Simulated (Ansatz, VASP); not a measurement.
One calculation of KF, two programs

```
K F
1.0
     0.00000    2.68158    2.68158
     2.68158    0.00000    2.68158
     2.68158    2.68158    0.00000
K F
1 1
Direct
  0.00000 0.00000 0.00000
  0.50000 0.50000 0.50000
```

Alike in both runs: task single point; functional PBE; k mesh 4 × 4 × 4; no spin polarisation.

|  | VASP | Ansatz |
| --- | --- | --- |
| version | VASP 6.6.1 | Ansatz 0.2.0-dev |
| potentials or method | VASP PAW PBE potentials, release 64 (K_sv, F), cutoff 600 eV | hard PAW set made for 700 eV |
| occupations | gaussian, width 0.01 eV | fixed |

|  | VASP | Ansatz | Ansatz less VASP |
| --- | --- | --- | --- |
| gap on the k mesh at the Fermi level (eV) | 6.11 | 6.12 | +0.011 |

The k mesh is coarse, so the values compare programs but aren't converged.
